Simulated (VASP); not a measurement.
A run of VASP 6.6.1 is set up as follows.

INCAR

```
PREC = Accurate
ENCUT = 520
EDIFF = 1E-8
ISMEAR = -1
SIGMA = 0.02
LREAL = False
LASPH = True
NELM = 100
ALGO = Normal
ISIF = 2
LWAVE = False
LCHARG = False
GGA = PE
LEFG = True
NBANDS = 14
```

File KPOINTS:

```
regular mesh
0
Gamma
  8 8 8
```

Contents of POSCAR:

```
NaI
1.0
    0.0485460000      3.2606730000      3.2606730000
    3.2606730000      0.0485460000      3.2606730000
    3.2606730000      3.2606730000      0.0485460000
Na I
1 1
Direct
    0.0000000000      0.0000000000      0.0000000000
    0.5000000000      0.5000000000      0.5000000000
```

Potentials or basis: VASP PAW PBE potentials, release 64 (Na_pv, I).

Launch:

```console
$ cat potpaw_PBE.64/Na_pv/POTCAR potpaw_PBE.64/I/POTCAR > POTCAR
$ mpirun -np 1 vasp_std > vasp.out
```

Problem. Estimate the pressure.

Solution. 0.4 GPa.

Problem. Estimate the band gap on the k mesh.

Solution. 3.60 eV, direct.

Electric field gradients, principal values (V/Å²):
```
atom   least  middle  greatest (by size)
1 Na   0.216   0.216              -0.431
 2 I  -6.805  -6.805              13.610
```

Caveat: the cell differs from its parent crystal (equal xy, yz and zx shear strains of +1.5 %); without QUAD_EFG the Cq values of the log hold for a quadrupole moment of 1 mb, not for the nuclei; spin-orbit coupling is left out, which moves the levels of the heavy elements.
